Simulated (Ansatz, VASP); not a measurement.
## AgBr in VASP and in Ansatz

```
Ag Br
1.0
     0.00000    2.83124    2.83124
     2.83124    0.00000    2.83124
     2.83124    2.83124    0.00000
Ag Br
1 1
Direct
  0.00000 0.00000 0.00000
  0.50000 0.50000 0.50000
```

Alike in both runs: task single point; functional PBE; k mesh 8 × 8 × 8; occupations gaussian, width 0.02 eV; no spin polarisation.

|  | VASP | Ansatz |
| --- | --- | --- |
| version | VASP 6.6.1 | Ansatz 0.2.0 |
| potentials or method | VASP PAW PBE potentials, release 64 (Ag, Br), cutoff 500 eV | scalar-relativistic, plane waves, PAW |
| valence electrons in the cell | 18 | 26 |

|  | VASP | Ansatz | Ansatz less VASP |
| --- | --- | --- | --- |
| gap on the k mesh at the Fermi level (eV) | 0.67 | 0.67 | +0.001 |
| least direct gap on the mesh (eV) | 2.75 | 2.75 | +0.001 |
| pressure (GPa) | 4.6 | 4.6 | +0.04 |

The functional is the same, so the differences come from potentials, cutoffs and numerics. VASP's potentials hold 18 valence electrons a cell and Ansatz's 26, so a difference there can come from the potentials and not from the codes.
